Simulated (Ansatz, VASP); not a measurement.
One calculation of KF, two programs

```
K F
1.0
     0.00000    2.71054    2.40560
     2.71054    0.00000    2.40560
     2.71054    2.71054    0.00000
K F
1 1
Cartesian
  0.0000 0.0000 0.0000
  2.7105 2.7105 2.4056
```

Change from the starting cell: normal strain along x +0.0000, normal strain along z -0.1125.

Alike in both runs: task single point; functional PBE; k mesh 8 × 8 × 8; occupations gaussian, width 0.05 eV; no spin polarisation.

|  | VASP | Ansatz |
| --- | --- | --- |
| version | VASP 6.6.1 | Ansatz 0.2.0 |
| potentials or method | VASP PAW PBE potentials, release 64 (K_sv, F), cutoff 520 eV | scalar-relativistic, plane waves, PAW |
| valence electrons in the cell | 16 | 16 |

```tsv
	VASP	Ansatz	Ansatz less VASP
gap on the k mesh at the Fermi level (eV)	6.24	6.27	+0.021
least direct gap on the mesh (eV)	6.24	6.27	+0.021
pressure (GPa)	6.5	6.4	-0.18
traceless stress, the component that is largest in VASP (GPa)	8.94	8.62	-0.330
```
